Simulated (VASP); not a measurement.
Here is a VASP 6.6.1 calculation.

Contents of INCAR:

```
PREC = Accurate
ENCUT = 520
EDIFF = 1E-6
ISMEAR = -1
SIGMA = 0.08
LREAL = False
LASPH = True
NELM = 60
ALGO = Normal
ISIF = 2
LWAVE = False
LCHARG = True
GGA = PE
LELF = True
LVHAR = True
NBANDS = 10
```

File KPOINTS:

```
regular mesh
0
Gamma
  15 15 15
```

The input POSCAR:

```
Li
1.0
   -1.9072443212      1.9072443212      1.1174614682
    1.9072443212     -1.9072443212      1.1174614682
    1.9072443212      1.9072443212     -1.1174614682
Li
2
Direct
   -0.3750000000     -0.1250000000     -0.2500000000
    0.3750000000      0.1250000000      0.2500000000
```

Potentials or basis: VASP PAW PBE potentials, release 64 (Li_sv).

The run is started by

```console
$ cat potpaw_PBE.64/Li_sv/POTCAR > POTCAR
$ mpirun -np 1 vasp_std > vasp.out
```

Q: What does it give for the band gap on the k mesh?

A: Zero (band 3 reaches 6.44 eV, above the bottom of band 4 at 3.11 eV).
